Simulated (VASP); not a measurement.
Ga2SnSe4, 7 atoms in the cell. It takes space group I422 (No. 97, tetragonal). Conventional cell: a = 7.662 Å, b = 7.662 Å, c = 6.293 Å, α = 90.00°, β = 90.00°, γ = 90.00°. Within 3.2 Å of Ga (site symmetry 222) lie 4 Se at 2.45 Å and 2 Ga at 3.15 Å. Sn (site symmetry 422) has 8 Se at 3.24 Å and 4 Ga at 3.83 Å within 4.3 Å. Within 3.3 Å of Se (site symmetry 2) lie 2 Ga at 2.45 Å and 2 Sn at 3.24 Å. 

```yaml
Program: VASP 6.6.1
Task: single point
Functional: PBE
Potentials_or_basis: VASP PAW PBE potentials, release 64 (Ga_d, Sn_d, Se)
Cutoff: 520 eV
k_mesh: 4 × 4 × 4
Occupations: gaussian, width 0.1 eV
Spin: no spin polarisation
Dipole_correction: no
Further_INCAR_settings: ALGO = Normal; EDIFF = 1e-06; NBANDS = 41
```

Potentials or basis: VASP PAW PBE potentials, release 64 (Ga_d, Sn_d, Se).

Run with:

```console
$ cat potpaw_PBE.64/Ga_d/POTCAR potpaw_PBE.64/Sn_d/POTCAR potpaw_PBE.64/Se/POTCAR > POTCAR
$ mpirun -np 1 vasp_std > vasp.out
```

Hardware: 1 thread of Intel(R) Xeon(R) Platinum 8259CL CPU @ 2.50GHz (Skylake/Cascade Lake), with other jobs on the host.

How long does it take, and how much memory?

It took 2.3 min on 1 thread of Intel(R) Xeon(R) Platinum 8259CL CPU @ 2.50GHz (Skylake/Cascade Lake) (shared host), peak memory 0.37 GiB. Counts: scf iterations 15, k points 13.
